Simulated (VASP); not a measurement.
# NbAs (P6mm) in VASP: relaxation of cell and atoms with PBE

Aim: the relaxation of cell and atoms of NbAs with PBE.

All numbers are computed with VASP 6.6.1; they aren't measurements. Logs are shortened: lines on timing, memory, paths and dates and some standing lists are left out, and cuts for length are marked.

**1. The cell of the first run**

It takes space group P6mm (No. 183, hexagonal). Conventional cell: a = 3.120 Å, b = 3.120 Å, c = 5.301 Å, α = 90.00°, β = 90.00°, γ = 120.00°. Nb (site symmetry 6mm) has 1 As at 2.23 Å within 2.9 Å. As (site symmetry 6mm) has 1 Nb at 2.23 Å within 2.9 Å.

**2. Relaxation of cell and atoms, PBE**

INCAR reads:

```
SYSTEM = NbAs
PREC = Accurate
ENCUT = 500
EDIFF = 1E-7
ISMEAR = 0
SIGMA = 0.2
LREAL = .FALSE.
LASPH = .TRUE.
NELM = 120
ALGO = Normal
ISIF = 3
LWAVE = .FALSE.
LCHARG = .FALSE.
GGA = PE
IBRION = 2
NSW = 36
EDIFFG = -0.08
GGA_COMPAT = .FALSE.
NELMIN = 4
```

KPOINTS reads:

```
regular mesh
0
G
  7 7 4
  0 0 0
```

POSCAR reads:

```
NbAs
1.0
    3.1196006400      0.0000000000      0.0000000000
   -1.5598003200      2.7016534000      0.0000000000
    0.0000000000      0.0000000000      5.3014282700
Nb As
1 1
Direct
    0.0000000000      0.0000000000      0.8792497000
    0.0000000000      0.0000000000      0.2990257400
```

Potentials or basis: VASP PAW PBE potentials, release 64 (Nb_sv, As).

The run is started by

```console
> cat potpaw_PBE.64/Nb_sv/POTCAR potpaw_PBE.64/As/POTCAR > POTCAR
> mpirun -np 1 vasp_std > vasp.out
```

OUTCAR:

```text
SYSTEM = NbAs
   PREC = Accurate
   ENCUT = 500
   EDIFF = 1E-7
   ISMEAR = 0
   LREAL = .FALSE.
   LASPH = .TRUE.
   NELM = 120
   ISIF = 3
   GGA = PE
   IBRION = 2
   NSW = 36
   EDIFFG = -0.08
   NELMIN = 4

 ion  position               nearest neighbor table
   1  0.000  0.000  0.879-   2 2.23
   2  0.000  0.000  0.299-   1 2.23

  LATTYP: Found a hexagonal cell.
 ALAT       =     3.1196006400
 C/A-ratio  =     1.6993932499

  Lattice vectors:

 A1 = (   3.1196006400,   0.0000000000,   0.0000000000)
 A2 = (  -1.5598003200,   2.7016534000,   0.0000000000)
 A3 = (   0.0000000000,   0.0000000000,   5.3014282700)

Analysis of symmetry for initial positions (statically):
=====================================================================
 Subroutine PRICEL returns:
 Original cell was already a primitive cell.

 Routine SETGRP: Setting up the symmetry group for a
 hexagonal supercell.

 Subroutine GETGRP returns: Found 12 space group operations
 (whereof 12 operations were pure point group operations)
 out of a pool of 24 trial point group operations.

The static configuration has the point symmetry C_6v.

Analysis of symmetry for dynamics (positions and initial velocities):
=====================================================================
 Subroutine PRICEL returns:
 Original cell was already a primitive cell.

 Routine SETGRP: Setting up the symmetry group for a
 hexagonal supercell.

 Subroutine GETGRP returns: Found 12 space group operations
 (whereof 12 operations were pure point group operations)
 out of a pool of 24 trial point group operations.

The dynamic configuration has the point symmetry C_6v.

 Subroutine INISYM returns: Found 12 space group operations
 (whereof 12 operations are pure point group operations),
 and found     1 'primitive' translations

----------------------------------------------------------------------------------------

                                     Primitive cell

  volume of cell :      44.6809

  direct lattice vectors                    reciprocal lattice vectors
     3.119600640  0.000000000  0.000000000     0.320553851  0.185071853  0.000000000
    -1.559800320  2.701653400  0.000000000     0.000000000  0.370143705  0.000000000
     0.000000000  0.000000000  5.301428270     0.000000000  0.000000000  0.188628413

  length of vectors
     3.119600640  3.119600637  5.301428270     0.370143705  0.370143705  0.188628413

  position of ions in fractional coordinates (direct lattice)
     0.000000000  0.000000000  0.879249700
     0.000000000  0.000000000  0.299025740

  ion indices of the primitive-cell ions
   primitive index   ion index
                 1           1
                 2           2

----------------------------------------------------------------------------------------

 KPOINTS: regular mesh

Automatic generation of k-mesh.
 Grid dimensions read from file:
 generate k-points for:    7    7    4

 Generating k-lattice:

  Cartesian coordinates                     Fractional coordinates (reciprocal lattice)
     0.045793407  0.026438836  0.000000000     0.142857143  0.000000000  0.000000000
     0.000000000  0.052877672  0.000000000     0.000000000  0.142857143  0.000000000
     0.000000000  0.000000000  0.047157103     0.000000000  0.000000000  0.250000000

  Length of vectors
     0.052877672  0.052877672  0.047157103

  Shift w.r.t. Gamma in fractional coordinates (k-lattice)
     0.000000000  0.000000000  0.000000000

 Subroutine IBZKPT returns following result:
 ===========================================

 Found     24 irreducible k-points:

 Following reciprocal coordinates:
            Coordinates               Weight
  0.000000  0.000000  0.000000      1.000000
  0.142857  0.000000  0.000000      6.000000
  0.285714 -0.000000  0.000000      6.000000
  0.428571 -0.000000  0.000000      6.000000
  0.142857  0.142857  0.000000      6.000000
  0.285714  0.142857  0.000000     12.000000
[... 16 lines left out ...]
  0.428571  0.142857  0.500000      6.000000
  0.285714  0.285714  0.500000      6.000000
   k-points           NKPTS =     24   k-points in BZ     NKDIM =     24   number of bands    NBANDS=     13
   number of dos      NEDOS =    301   number of ions     NIONS =      2
   total plane-waves  NPLWV =  23040
   dimension x,y,z NGX =    24 NGY =   24 NGZ =   40
   dimension x,y,z NGXF=    48 NGYF=   48 NGZF=   80
   ions per type =               1   1
   NGX,Y,Z   is equivalent  to a cutoff of  12.79, 12.79, 12.54 a.u.
   NGXF,Y,Z  is equivalent  to a cutoff of  25.58, 25.58, 25.09 a.u.
 SYSTEM =  NbAs
   PREC   = accura    normal or accurate (medium, high low for compatibility)
   ISTART =      0    job   : 0-new  1-cont  2-samecut
   ICHARG =      2    charge: 1-file 2-atom 10-const
   ISPIN  =      1    spin polarized calculation?
   LNONCOLLINEAR =      F non collinear calculations
   LSORBIT =      F    spin-orbit coupling
   LASPH  =      T    aspherical Exc in radial PAW
   ENCUT  =  500.0 eV  36.75 Ry    6.06 a.u.   5.69  5.69  9.67*2*pi/ulx,y,z
   NELM   =    120;   NELMIN=  4; NELMDL= -5     # of ELM steps
   EDIFF  = 0.1E-06   stopping-criterion for ELM
   LREAL  =      F    real-space projection
   EDIFFG = -.8E-01   stopping-criterion for IOM
   NSW    =     36    number of steps for IOM
   IBRION =      2    ionic relax: 0-MD 1-quasi-New 2-CG
   NFREE  =      1    steps in history (QN), initial steepest desc. (CG)
   ISIF   =      3    stress and relaxation
   ISYM   =      2    0-nonsym 1-usesym 2-fastsym
   POTIM  = 0.5000    time-step for ionic-motion
   TEBEG  =    0.0;   TEEND  =   0.0 temperature during run
   PSTRESS=    0.0 pullay stress
   NELECT =      18.0000    total number of electrons
   NUPDOWN=      -1.0000    fix difference up-down
   EMIN   =  10.00;   EMAX   =-10.00  energy-range for DOS
   EFERMI =   0.00;   METHOD = LEGACY
   ISMEAR =     0;   SIGMA  =   0.20  broadening in eV -4-tet -1-fermi 0-gaus
   EFERMI_NEDOS =   21; number of points for ismear=-14 and -15
   IALGO  =     38    algorithm
   IMIX   =      4    mixing-type and parameters
     AMIX     =   0.40;   BMIX     =  1.00
     AMIX_MAG =   1.60;   BMIX_MAG =  1.00
  volume/ion in A,a.u.               =      22.34       150.76
  Fermi-wavevector in a.u.,A,eV,Ry     =   1.209090  2.284848 19.890326  1.461898
  Thomas-Fermi vector in A             =   2.344678
   LORBIT       =      0    0 simple, 1 ext, 2 COOP (PROOUT), +10 PAW based schemes
   GGA     = PE    functional components
   LHFCALC =     F    Hartree Fock is set to
   AEXX    =    0.0000 exact exchange contribution
   IVDW    =     0    specifies the selected vdW correction
   LEPSILON=     F    determine dielectric tensor
   LRPA    =     F    only Hartree local field effects (RPA)
 conjugate gradient relaxation of ions
 non-spin polarized calculation
 Gauss-broadening in eV      SIGMA  =   0.20
  energy-cutoff  :      500.00
  volume of cell :       44.68
 maximum number of plane-waves:      1172
 NGX is ok and might be reduce to    24
   NGX = 11   NGY = 11   NGZ = 19

--------------------------------------- Ionic step        1  -------------------------------------------

 number of electron      18.0000000 magnetization

 Free energy of the ion-electron system (eV)
  ---------------------------------------------------
  ext. energy  EPLUGINS =         0.00000000
  ---------------------------------------------------
  free energy    TOTEN  =       -12.83671565 eV

  energy without entropy =      -12.77457868  energy(sigma->0) =      -12.80564717

------------------------ aborting loop because EDIFF is reached ----------------------------------------

  FORCE on cell =-STRESS in cart. coord.  units (eV):
  Direction    XX          YY          ZZ          XY          YZ          ZX
  --------------------------------------------------------------------------------------
  -------------------------------------------------------------------------------------
  Total       -2.2462732     -2.2462732      7.1559688      0.0000000      0.0000000      0.0000000
  in kB      -80.5474215    -80.5474212    256.6004987      0.0000000      0.0000000      0.0000000
  external PRESSURE =      31.8352187 kB  Pullay stress =       0.0000000 kB
[... 89 lines left out ...]
  FREE ENERGIE OF THE ION-ELECTRON SYSTEM (eV)
  ---------------------------------------------------
  free  energy   TOTEN  =       -13.2193643074 eV

  energy  without entropy=      -13.1441608221  energy(sigma->0) =      -13.18176256

[... ionic steps 4 to 11 ...]

--------------------------------------- Ionic step       12  -------------------------------------------

 number of electron      17.9999998 magnetization

------------------------ aborting loop because EDIFF is reached ----------------------------------------

  FORCE on cell =-STRESS in cart. coord.  units (eV):
  Direction    XX          YY          ZZ          XY          YZ          ZX
  --------------------------------------------------------------------------------------
  -------------------------------------------------------------------------------------
  Total       -0.5915462     -0.5915462      0.0054888      0.0000000      0.0000000      0.0000000
  in kB      -23.7235832    -23.7235832      0.2201245      0.0000000      0.0000000      0.0000000
  external PRESSURE =     -15.7423473 kB  Pullay stress =       0.0000000 kB
[... 57 lines left out ...]
  energy  without entropy=      -13.8720613764  energy(sigma->0) =      -13.89430632

--------------------------------------- Ionic step       14  -------------------------------------------

 number of electron      18.0000000 magnetization

 Free energy of the ion-electron system (eV)
  ---------------------------------------------------
  ext. energy  EPLUGINS =         0.00000000
  ---------------------------------------------------
  free energy    TOTEN  =       -13.91998570 eV

  energy without entropy =      -13.87517792  energy(sigma->0) =      -13.89758181

 E-fermi :   8.2725     XC(G=0): -11.2838

 val. band max:        8.2175531694   @ k =   0.2857  -0.0000   0.5000
 cond. band min:       8.2930303551   @ k =   0.1429   0.1429   0.0000
 fundamental gap:      0.0754771856
 Fermi energy:         8.2724780707

 k-point     1 :       0.0000    0.0000    0.0000
  band No.  band energies     occupation
      1     -46.6329      2.00000
      2     -22.8739      2.00000
      3     -22.1341      2.00000
      4     -22.1341      2.00000
      5      -5.3418      2.00000
      6       4.2755      2.00000
      7       4.4003      2.00000
      8       8.7125      0.00186
      9       8.7125      0.00186
     10       9.8103      0.00000
     11      10.9330      0.00000
     12      10.9330      0.00000
     13      13.4359      0.00000
[... 395 lines left out ...]
  FREE ENERGIE OF THE ION-ELECTRON SYSTEM (eV)
  ---------------------------------------------------
  free  energy   TOTEN  =       -13.9199857015 eV

  energy  without entropy=      -13.8751779245  energy(sigma->0) =      -13.89758181

 reached required accuracy - stopping structural energy minimisation
```

It took 2 min on 1 thread of Intel Xeon 6975P-C, shared host; peak memory 0.18 GiB.

Results:

* Free energy: -13.9200 eV
* Relaxed volume: 19.62 Å³/atom
* Relaxed cell: a = 2.971 Å, b = 2.971 Å, c = 5.134 Å, α = 90.00°, β = 90.00°, γ = 120.00°
* Space group after relaxing (to 0.05 Å): P6/mmm (No. 191)
* Energy gained by relaxing: 541.6 meV/atom
* Ionic steps: 14
* Pressure after relaxing: -0.2 GPa
* Largest force after relaxing: 0.010 eV/Å
* Band gap on the k mesh: zero (band 9 reaches 9.29 eV, above the bottom of band 10 at 7.55 eV)

Forces in eV/Å, atoms in the order of the input:
```
Nb   0.000  0.000 -0.010
As   0.000  0.000  0.010
```

Stress tensor (GPa, compression positive):
```
 0.00  0.00  0.00
 0.00  0.00  0.00
 0.00  0.00 -0.47
```

Step by step:
| step | energy change (eV) | largest force (eV/Å) | pressure (GPa) | volume (Å³) |
| --- | --- | --- | --- | --- |
| 1 | 0.0000 | 5.3407 | 3.18 | 44.68 |
| 2 | -0.3534 | 0.2161 | -13.10 | 46.87 |
| 3 | -0.3826 | 0.1046 | -13.47 | 46.72 |
| 4 | -0.4230 | 0.0106 | -13.73 | 46.56 |
| 5 | -0.6184 | 0.3124 | -11.97 | 45.73 |
| 6 | -0.6029 | 1.4735 | -7.96 | 45.23 |
| 7 | -0.6345 | 0.6014 | -10.86 | 45.56 |
| 8 | -0.9901 | 0.6529 | 2.49 | 37.76 |
| 9 | -0.9905 | 0.6703 | 1.96 | 37.95 |
| 10 | -1.0569 | 0.0454 | 3.23 | 37.80 |
| 11 | -1.0587 | 0.2804 | 3.79 | 37.76 |
| 12 | -1.0738 | 0.3087 | -1.57 | 39.95 |
| 13 | -1.0798 | 0.2992 | 0.12 | 39.19 |
| 14 | -1.0833 | 0.0100 | -0.16 | 39.24 |

Final structure:
```xyz
2
Lattice="2.9709 0.0000 0.0000 -1.4854 2.5728 0.0000 0.0000 0.0000 5.1340" Properties=species:S:1:pos:R:3 pbc="T T T"
Nb    0.0000    0.0000    4.3085
As    0.0000    0.0000    1.7407
```

Levels at points of the mesh, in eV from the Fermi level:
| k point | band 5 | band 6 | band 7 | band 8 | band 9 | band 10 | band 11 | band 12 | band 13 |
| --- | --- | --- | --- | --- | --- | --- | --- | --- | --- |
| (0.00, 0.00, 0.00) | -13.61 | -4.00 | -3.87 | 0.44 | 0.44 | 1.54 | 2.66 | 2.66 | 5.16 |
| (0.00, 0.00, 0.50) | -13.17 | -6.40 | -3.33 | 0.45 | 0.45 | 2.10 | 2.10 | 5.04 | 6.35 |

Caveat: the relaxation stopped at a loose force limit of 0.08 eV/Å, so its end isn't a converged minimum.
